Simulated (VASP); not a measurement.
Write the native input for VASP 6.6.1 that does the following.

- Task: single point
- Functional: HSE06
- Potentials or basis: VASP PAW PBE potentials, release 64 (B, As)
- Cutoff: 520 eV
- k mesh: 6 × 6 × 6
- Occupations: gaussian, width 0.01 eV
- Spin: no spin polarisation
- Dipole correction: no
- Grid for exact exchange (PRECFOCK): Normal
- Further INCAR settings: ALGO = Normal; EDIFF = 1e-06; NBANDS = 11
- Screening parameter: 0.2079 1/Å

The system is BAs.

```
B As
1.0
     0.00000    2.46769    2.46769
     2.46769    0.00000    2.46769
     2.46769    2.46769    0.00000
B As
1 1
Direct
  0.00000 0.00000 0.00000
  0.25000 0.25000 0.25000
```

This cell differs from its parent crystal: strain +3.2%.

The input as run:

POSCAR

```
BAs
1.0
    0.0000000000      2.4676898068      2.4676898068
    2.4676898068      0.0000000000      2.4676898068
    2.4676898068      2.4676898068      0.0000000000
B As
1 1
Direct
    0.0000000000      0.0000000000      0.0000000000
    0.2500000000      0.2500000000      0.2500000000
```

INCAR.step1

```
ALGO     = Normal         # electronic algorithm
EDIFF    = 1E-5           # SCF threshold, eV
ENCUT    = 520            # plane-wave cutoff, eV
GGA      = PE             # functional
ISIF     = 2              # what is computed and relaxed
ISMEAR   = 0              # smearing method
LASPH    = True           # aspherical terms in the spheres
LCHARG   = False          # write CHGCAR
LREAL    = False          # projectors in reciprocal space
LWAVE    = True           # write WAVECAR
NBANDS   = 11             # bands
NELM     = 100            # most SCF steps
PREC     = Accurate       # precision mode
SIGMA    = 0.01           # smearing width, eV
```

INCAR.step2

```
ALGO     = Normal         # electronic algorithm
EDIFF    = 1E-6           # SCF threshold, eV
ENCUT    = 520            # plane-wave cutoff, eV
GGA      = PE             # functional
HFSCREEN = 0.2079         # screening, 1/A
ISIF     = 2              # what is computed and relaxed
ISMEAR   = 0              # smearing method
ISTART   = 1            
LASPH    = True           # aspherical terms in the spheres
LCHARG   = False          # write CHGCAR
LHFCALC  = True           # exact exchange
LREAL    = False          # projectors in reciprocal space
LWAVE    = False          # write WAVECAR
NBANDS   = 11             # bands
NELM     = 100            # most SCF steps
PREC     = Accurate       # precision mode
PRECFOCK = Normal       
SIGMA    = 0.01           # smearing width, eV
```

KPOINTS

```
k-points
0
Gamma
  6 6 6
```

Potentials or basis: VASP PAW PBE potentials, release 64 (B, As).

Run with:

```console
$ cat potpaw_PBE.64/B/POTCAR potpaw_PBE.64/As/POTCAR > POTCAR
$ cp INCAR.step1 INCAR
$ mpirun -np 1 vasp_std > vasp.out
$ cp INCAR.step2 INCAR
$ mpirun -np 1 vasp_std > vasp.out
```

Results of the run:

```
Pressure               : -12.2 GPa
Band gap on the k mesh : 2.02 eV, indirect (least direct gap 3.99 eV)
```

Caveat: the cell differs from its parent crystal (strain +3.2%); the PAW data sets were made with another functional, which shifts forces and pressure a little.

It took 9.6 min on 1 thread of AMD EPYC 9R45 (Zen 5), on a shared host, peak memory 0.24 GiB.
